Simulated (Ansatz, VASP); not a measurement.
One calculation of Bi2Se3, two programs

```
CELL_PARAMETERS angstrom
2.05760 1.18795 9.48127
-2.05760 1.18795 9.48127
0.00000 -2.37591 9.48127
ATOMIC_POSITIONS crystal
Bi 0.59920 0.59920 0.59920
Bi 0.40080 0.40080 0.40080
Se 0.78830 0.78830 0.78830
Se 0.21170 0.21170 0.21170
Se 0.00000 0.00000 0.00000
```

Alike in both runs: task single point; functional RPBE; k mesh 8 × 8 × 8; occupations fermi-dirac, width 0.05 eV; no spin polarisation.

|  | VASP | Ansatz |
| --- | --- | --- |
| version | VASP 6.6.1 | Ansatz 0.2.0 |
| potentials or method | VASP PAW PBE potentials, release 64 (Bi_d, Se) | Ansatz PAW |
| plane-wave cutoff (eV) | 520 | 420 |
| valence electrons in the cell | 48 | 78 |

```tsv
	VASP	Ansatz	Ansatz less VASP
gap on the k mesh at the Fermi level (eV)	0.27	0.27	+0.002
least direct gap on the mesh (eV)	0.27	0.27	+0.002
pressure (GPa)	5.7	5.7	-0.01
traceless stress, the component that is largest in VASP (GPa)	0.07	0.07	+0.001
rms of the force components (eV/Å)	0.149	0.144	-0.0056
```

VASP's potentials were made for PBE, not for RPBE. Atom by atom the forces differ by 0.006 eV/Å (rms over components). VASP's potentials hold 48 valence electrons a cell and Ansatz's 78, so a difference there can come from the potentials and not from the codes.

Spin-orbit coupling is off throughout.
